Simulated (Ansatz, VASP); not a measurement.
**Two plane-wave programs on ZnS**

Contents of POSCAR:

```
ZnS
1.0
    3.6544528774      0.0000000000      0.0000000000
   -1.8272264387      3.1648490288      0.0000000000
    0.0000000000      0.0000000000      6.4955645582
Zn S
2 2
Direct
    0.3333333333      0.6666666667      0.0053880710
    0.6666666667      0.3333333333      0.5053880710
    0.3333333333      0.6666666667      0.3796119290
    0.6666666667      0.3333333333      0.8796119290
```

Contents of INCAR.step1:

```
SYSTEM = ZnS
PREC = Accurate
ENCUT = 520
ISMEAR = 0
SIGMA = 0.05
LREAL = .FALSE.
LASPH = .TRUE.
NELM = 60
NBANDS = 26
GGA = PE
ALGO = Normal
EDIFF = 1E-4
LWAVE = .TRUE.
LCHARG = .FALSE.
```

The input INCAR.step2:

```
SYSTEM = ZnS
PREC = Accurate
ENCUT = 520
EDIFF = 1E-6
ISMEAR = 0
SIGMA = 0.05
LREAL = .FALSE.
LASPH = .TRUE.
NELM = 60
ALGO = Normal
ISIF = 2
LWAVE = .FALSE.
LCHARG = .FALSE.
METAGGA = R2SCAN
LMIXTAU = .TRUE.
NBANDS = 26
ISTART = 1
```

File KPOINTS:

```
regular mesh
0
G
  6 6 4
  0 0 0
```

Input for Ansatz:

```yaml
crystal:
  lattice:
    - [3.6544528774, 0.0, 0.0]
    - [-1.8272264387, 3.1648490288, 0.0]
    - [0.0, 0.0, 6.4955645582]
  atoms:
    - { symbol: Zn, position: [0.3333333333, 0.6666666667, 0.005388071] }
    - { symbol: Zn, position: [0.6666666667, 0.3333333333, 0.505388071] }
    - { symbol: S, position: [0.3333333333, 0.6666666667, 0.379611929] }
    - { symbol: S, position: [0.6666666667, 0.3333333333, 0.879611929] }
basis:
  ecutwfc: 500
kpoints:
  mp_grid: { grid: [6, 6, 4] }
hamiltonian:
  xc: r2scan
scf:
  occupations: { method: gaussian, width: 0.05 }
output:
  forces: true
  stress: true
  eigenvalues: true
  write_density: true
  write_potential: true
  elf: true
  volumetric_format: npy
```

Change from the starting cell: strain -0.040 along x and y, +0.040 along z, atoms carried along.

Alike in both runs: task single point; functional r2SCAN; k mesh 6 × 6 × 4; occupations gaussian, width 0.05 eV; no spin polarisation.

|  | VASP | Ansatz |
| --- | --- | --- |
| version | VASP 6.6.1 | Ansatz 0.2.0 |
| potentials or method | VASP PAW PBE potentials, release 64 (Zn, S), cutoff 520 eV | scalar-relativistic, plane waves, PAW |
| valence electrons in the cell | 36 | 36 |

Ansatz gave:

* gap on the k mesh at the Fermi level (eV): 2.61
* least direct gap on the mesh (eV): 2.61
* pressure (GPa): 4.4
* traceless stress, the component that is largest in VASP (GPa): -8.25
* rms of the force components (eV/Å): 0.294

Question: What did VASP give for the same quantities?

Answer: gap on the k mesh at the Fermi level (eV): 2.62; least direct gap on the mesh (eV): 2.62; pressure (GPa): 4.4; traceless stress, the component that is largest in VASP (GPa): -8.27; rms of the force components (eV/Å): 0.292.

VASP's potentials were made for PBE, not for r2SCAN. Atom by atom the forces differ by 0.002 eV/Å (rms over components). With one functional, cell and mesh, what is left measures potentials, basis and numerics.
